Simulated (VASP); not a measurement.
# AlZn8O8 (a cell with a defect) in VASP: single point with PBEsol

Aim: the single point of AlZn8O8 (a cell with a defect) with PBEsol.

Program: VASP 6.6.1. These are calculated values, not measurements. Logs are shortened: lines on timing, memory, paths and dates and some standing lists are left out, and cuts for length are marked.

**1. The cell of the first run**

The cell holds a defect, 17 atoms: a = 6.053 Å, b = 6.053 Å, c = 6.053 Å, α = 60.00°, β = 60.00°, γ = 60.00°.

**2. Single point, PBEsol, collinear spin, ferromagnetic start**

File INCAR:

```
SYSTEM = AlZn8O8
PREC = Accurate
ENCUT = 520
EDIFF = 1E-6
ISMEAR = 0
SIGMA = 0.02
LREAL = Auto
LASPH = .TRUE.
NELM = 150
ALGO = Normal
ISIF = 2
LWAVE = .FALSE.
LCHARG = .FALSE.
ISPIN = 2
MAGMOM = 0 0 0 0 0 0 0 0 0 0 0 0 0 0 0 0 1
LORBIT = 11
GGA = PS
NBANDS = 92
```

File KPOINTS:

```
Automatic mesh
0
G
  2 2 2
  0 0 0
```

File POSCAR:

```
AlZn8O8
1.0
    0.0000000000      4.2800000000      4.2800000000
    4.2800000000      0.0000000000      4.2800000000
    4.2800000000      4.2800000000      0.0000000000
Zn O Al
8 8 1
Direct
    0.0291120838      0.0283027554     -0.0807910563
    0.0250982837      0.0243035071      0.5240053533
   -0.0031344410      0.5015357764      0.0013983041
    0.0292843748      0.4188661642      0.5281395759
    0.5024237742     -0.0038180165      0.0012473055
    0.4204653174      0.0283023387      0.5279755529
    0.5013245927      0.5004343589      0.0002347120
    0.5024926592      0.5014494921      0.4959239301
    0.2612004612      0.2602664533      0.2131068990
    0.2657263574      0.2649411878      0.7647283030
    0.2452068070      0.7544089387      0.2538089055
    0.2611020497      0.7134704691      0.7600684034
    0.7551642522      0.2436995899      0.2540578955
    0.7142128492      0.2602734498      0.7601796217
    0.7468947160      0.7464835810      0.2458607981
    0.7548615862      0.7543494684      0.7442035529
    0.8720236762      0.8700594857      0.3707966433
```

Potentials or basis: VASP PAW PBE potentials, release 64 (Zn, O, Al).

Launch:

```sh
> cat potpaw_PBE.64/Zn/POTCAR potpaw_PBE.64/O/POTCAR potpaw_PBE.64/Al/POTCAR > POTCAR
> mpirun -np 1 vasp_std > vasp.out
```

OUTCAR:

```text
SYSTEM = AlZn8O8
   PREC = Accurate
   ENCUT = 520
   EDIFF = 1E-6
   ISMEAR = 0
   LREAL = Auto
   LASPH = .TRUE.
   NELM = 150
   ISIF = 2
   ISPIN = 2
   LORBIT = 11
   GGA = PS

 ion  position               nearest neighbor table
   1  0.029  0.028  0.919-  14 2.08  12 2.08  10 2.09  17 2.23   4 2.37   6 2.37  13 2.38  11 2.38
                             2 2.42  15 2.43   3 3.04   5 3.04
   2  0.025  0.024  0.524-  12 2.07   9 2.07  14 2.07  17 2.28  13 2.33  11 2.33  16 2.33   4 2.41
                             1 2.42   6 2.42   8 3.05   3 3.05   5 3.05
   3  0.997  0.502  0.001-  10 2.03   9 2.04  12 2.04  15 2.09  16 2.14  13 2.14   8 2.99   5 2.99
                             7 3.01   1 3.04   4 3.04   7 3.05   2 3.05
   4  0.029  0.419  0.528-   9 2.08  14 2.08  10 2.09  17 2.23   1 2.37   6 2.37  11 2.39  16 2.39
                             2 2.41  15 2.43   8 3.04   3 3.04
   5  0.502  0.996  0.001-  10 2.03  14 2.04   9 2.04  15 2.09  16 2.14  11 2.14   3 2.99   8 2.99
                             7 3.01   6 3.04   1 3.04   7 3.05   2 3.05
   6  0.420  0.028  0.528-   9 2.08  12 2.08  10 2.09  17 2.23   4 2.37   1 2.37  13 2.38  16 2.38
                             2 2.42  15 2.43   8 3.04   5 3.04
   7  0.501  0.500  0.000-  14 2.06   9 2.06  12 2.06  16 2.17  11 2.17  13 2.17   3 3.01   8 3.01
                             5 3.01   5 3.05   8 3.05   3 3.05
   8  0.502  0.501  0.496-  10 2.03  14 2.04  12 2.04  15 2.10  11 2.14  13 2.14   3 2.99   5 2.99
                             7 3.01   6 3.04   4 3.04   7 3.05   2 3.05
   9  0.261  0.260  0.213-   5 2.04   3 2.04   7 2.06   2 2.07   4 2.08   6 2.08
  10  0.266  0.265  0.765-   5 2.03   3 2.03   8 2.03   4 2.09   1 2.09   6 2.09
  11  0.245  0.754  0.254-  17 1.85   5 2.14   8 2.14   7 2.17   2 2.33   1 2.38   4 2.39
  12  0.261  0.713  0.760-   8 2.04   3 2.04   7 2.06   2 2.07   1 2.08   6 2.08
  13  0.755  0.244  0.254-  17 1.85   3 2.14   8 2.14   7 2.17   2 2.33   6 2.38   1 2.38
  14  0.714  0.260  0.760-   5 2.04   8 2.04   7 2.06   2 2.07   4 2.08   1 2.08
  15  0.747  0.746  0.246-  17 1.85   5 2.09   3 2.09   8 2.10   6 2.43   1 2.43   4 2.43
  16  0.755  0.754  0.744-  17 1.85   5 2.14   3 2.14   7 2.17   2 2.33   6 2.38   4 2.39
  17  0.872  0.870  0.371-  11 1.85  15 1.85  16 1.85  13 1.85   4 2.23   6 2.23   1 2.23   2 2.28

  LATTYP: Found a face centered cubic cell.
 ALAT       =     8.5600000000

  Lattice vectors:

 A1 = (   0.0000000000,   4.2800000000,   4.2800000000)
 A2 = (   4.2800000000,   0.0000000000,   4.2800000000)
 A3 = (   4.2800000000,   4.2800000000,   0.0000000000)

Analysis of symmetry for initial positions (statically):
=====================================================================
 Subroutine PRICEL returns:
 Original cell was already a primitive cell.

 Routine SETGRP: Setting up the symmetry group for a
 face centered cubic supercell.

 Subroutine GETGRP returns: Found  1 space group operations
 (whereof  1 operations were pure point group operations)
 out of a pool of 48 trial point group operations.

The static configuration has the point symmetry C_1 .

Analysis of symmetry for dynamics (positions and initial velocities):
[... 197 lines left out ...]

 k-point     1 :       0.0000    0.0000    0.0000
  band No.  band energies     occupation
      1     -15.4303      1.00000
      2     -14.1049      1.00000
      3     -13.9884      1.00000
      4     -13.9759      1.00000
      5     -13.9743      1.00000
      6     -13.7607      1.00000
[... 693 lines left out ...]
     84      12.4739      0.00000
     85      12.4844      0.00000
 Fermi energy:         6.6715587039

 spin component 2

 k-point     1 :       0.0000    0.0000    0.0000
  band No.  band energies     occupation
      1     -15.4303      1.00000
      2     -14.1049      1.00000
      3     -13.9884      1.00000
      4     -13.9759      1.00000
      5     -13.9743      1.00000
      6     -13.7607      1.00000
[... 693 lines left out ...]
     84      12.4739      0.00000
     85      12.4844      0.00000
 [bands above 85 left out]

------------------------ aborting loop because EDIFF is reached ----------------------------------------

  FORCE on cell =-STRESS in cart. coord.  units (eV):
  Direction    XX          YY          ZZ          XY          YZ          ZX
  --------------------------------------------------------------------------------------
  -------------------------------------------------------------------------------------
  Total       32.1331487     32.1334071     32.1253549     -0.2710490     -0.2702727     -0.2205937
  in kB      328.3239498    328.3265900    328.2443160     -2.7694731     -2.7615411     -2.2539402
  external PRESSURE =     328.2982853 kB  Pullay stress =       0.0000000 kB

 VOLUME and BASIS-vectors are now :
 -----------------------------------------------------------------------------
  energy-cutoff  :      520.00
  volume of cell :      156.81
      direct lattice vectors                 reciprocal lattice vectors
     0.000000000  4.280000000  4.280000000    -0.116822430  0.116822430  0.116822430
     4.280000000  0.000000000  4.280000000     0.116822430 -0.116822430  0.116822430
     4.280000000  4.280000000  0.000000000     0.116822430  0.116822430 -0.116822430

 POSITION                                       TOTAL-FORCE (eV/Angst)
 -----------------------------------------------------------------------------------
      4.05535      4.05881      0.24574         0.033853      0.040557     -0.030286
      2.34676      2.35016      0.21144        -0.037858     -0.028503     -0.033681
      2.15256      4.27257      6.41316         0.009954     -0.020856     -0.018390
      4.05318      2.38577      1.91808         0.038642     -0.030530      0.040965
      4.26900      2.15571      6.41403        -0.020161      0.010420     -0.024471
      2.38087      4.05933      1.92073        -0.029727      0.034747      0.030338
[... 9 lines left out ...]
      6.41381      6.41600      6.45942         0.001710      0.003116     -0.012054
      5.31086      5.31927      7.45612         0.001367     -0.016556     -0.007369
 -----------------------------------------------------------------------------------
    total drift:                                0.005481     -0.001748     -0.000892

  FREE ENERGIE OF THE ION-ELECTRON SYSTEM (eV)
  ---------------------------------------------------
  free  energy   TOTEN  =       -72.5422774460 eV

  energy  without entropy=      -72.5422767834  energy(sigma->0) =      -72.54227711

 total charge

# of ion       s       p       d       tot
------------------------------------------
    1        0.633   0.511   9.882  11.026
    2        0.568   0.516   9.896  10.980
    3        0.454   0.463   9.923  10.840
    4        0.636   0.512   9.882  11.029
    5        0.454   0.465   9.924  10.842
    6        0.633   0.511   9.882  11.026
[... 9 lines left out ...]
   16        1.590   3.406   0.000   4.996
   17        0.412   0.494   0.000   0.906
--------------------------------------------------
tot         17.410  31.709  79.220 128.339

 magnetization (x)

# of ion       s       p       d       tot
------------------------------------------
    1       -0.000  -0.000   0.000  -0.000
    2       -0.000  -0.000   0.000  -0.000
    3        0.000  -0.000   0.000   0.000
    4       -0.000  -0.000   0.000  -0.000
    5        0.000   0.000   0.000   0.000
    6       -0.000  -0.000   0.000  -0.000
[... 9 lines left out ...]
   16       -0.000   0.000   0.000   0.000
   17        0.000   0.000   0.000   0.000
--------------------------------------------------
tot         -0.000   0.000   0.000   0.000
```

stdout:

```text
POSCAR found type information on POSCAR ZnO Al
 POSCAR found :  3 types and      17 ions
 scaLAPACK will be used
 -----------------------------------------------------------------------------
|                                                                             |
|                                                                             |
|     You enforced a specific xc type in the INCAR file but a different       |
|     I HOPE YOU KNOW WHAT YOU ARE DOING!                                     |
|                                                                             |
 -----------------------------------------------------------------------------

 LDA part: xc-table for (Slater+PW92), standard interpolation
 POSCAR, INCAR and KPOINTS ok, starting setup
 FFT: planning ... GRIDC
 FFT: planning ... GRID_SOFT
 FFT: planning ... GRID
 WAVECAR not read
 entering main loop
```

Wall time 5.6 min (1 thread of Intel Xeon Platinum 8559C (Emerald Rapids), shared host); peak memory 0.48 GiB.

What came out:

```yaml
Free_energy: -72.5423 eV
Pressure: 32.8 GPa
Largest_force: 0.064 eV/Å
Net_moment: 0.00 μB per cell
Valence_electrons_inside_the_program's_atomic_spheres: Zn 11.03, 10.98, 10.84, 10.78; O 5.02, 5.00; Al 0.91
```

Forces on the atoms (eV/Å):
```
Zn   0.034  0.041 -0.030
Zn  -0.038 -0.029 -0.034
Zn   0.010 -0.021 -0.018
Zn   0.039 -0.031  0.041
Zn  -0.020  0.010 -0.024
Zn  -0.030  0.035  0.030
Zn   0.026  0.022  0.024
Zn  -0.019 -0.026  0.012
O   -0.010 -0.009  0.013
O    0.007  0.008  0.007
O   -0.019  0.009  0.007
O   -0.008  0.013 -0.008
O    0.006 -0.010  0.003
O    0.013 -0.011 -0.011
O    0.006  0.011  0.008
O    0.002  0.003 -0.012
Al   0.001 -0.017 -0.007
```

Stress tensor (GPa, compression positive):
```
32.83 -0.28 -0.23
-0.28 32.83 -0.28
-0.23 -0.28 32.82
```

Caveat: the k points lie up to 0.64 Å⁻¹ apart; the PAW data sets were made with another functional, which shifts forces and pressure a little.
